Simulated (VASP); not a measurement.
Wanted: the native input for a VASP 6.6.1 run.

```
Task                   : relaxation of the atoms
Functional             : PBEsol
Potentials or basis    : VASP PAW PBE potentials, release 64 (Zn, O)
Cutoff                 : 520 eV
k mesh                 : 12 × 12 × 6
Occupations            : gaussian, width 0.02 eV
Spin                   : no spin polarisation
Dipole correction      : no
Further INCAR settings : ALGO = Normal; EDIFF = 1e-07; IBRION = 2; EDIFFG = -0.008; NSW = 60
```

The structure of ZnO lies in POSCAR:

```
ZnO
1.0
    3.2304736098      0.0000000000      0.0000000000
   -1.6152368049      2.7976722123      0.0000000000
    0.0000000000      0.0000000000      5.0055125860
Zn O
2 2
Direct
    0.6666666667      0.3333333333      0.4978735395
    0.3333333333      0.6666666667     -0.0021264605
    0.6666666667      0.3333333333      0.8824364605
    0.3333333333      0.6666666667      0.3824364605
```

This cell differs from its parent crystal: strain along c alone, the other axes held: -4.0 %.

The input as run:

INCAR

```
SYSTEM = ZnO
ALGO = Normal
EDIFF = 1E-7
EDIFFG = -0.008
ENCUT = 520
GGA = PS
IBRION = 2
ISIF = 2
ISMEAR = 0
LASPH = .TRUE.
LCHARG = .FALSE.
LREAL = .FALSE.
LWAVE = .FALSE.
NELM = 80
NSW = 60
PREC = Accurate
SIGMA = 0.02
```

KPOINTS

```
k-points
0
G
  12 12 6
  0 0 0
```

Potentials or basis: VASP PAW PBE potentials, release 64 (Zn, O).

Run with:

```sh
$ cat potpaw_PBE.64/Zn/POTCAR potpaw_PBE.64/O/POTCAR > POTCAR
$ mpirun -np 1 vasp_std > vasp.out
```

Results of the run:

* Energy gained by relaxing: 2.1 meV/atom
* Ionic steps: 3
* Pressure after relaxing: 7.4 GPa
* Band gap on the k mesh: 0.79 eV

Caveat: the cell differs from its parent crystal (strain along c alone, the other axes held: -4.0 %); semilocal functionals underestimate gaps, and a narrow one can read as zero; the PAW data sets were made with another functional, which shifts forces and pressure a little.

Wall time 2 min on 1 thread of AMD EPYC 7R13 Processor (Zen 3), on a shared host, peak memory 0.18 GiB.
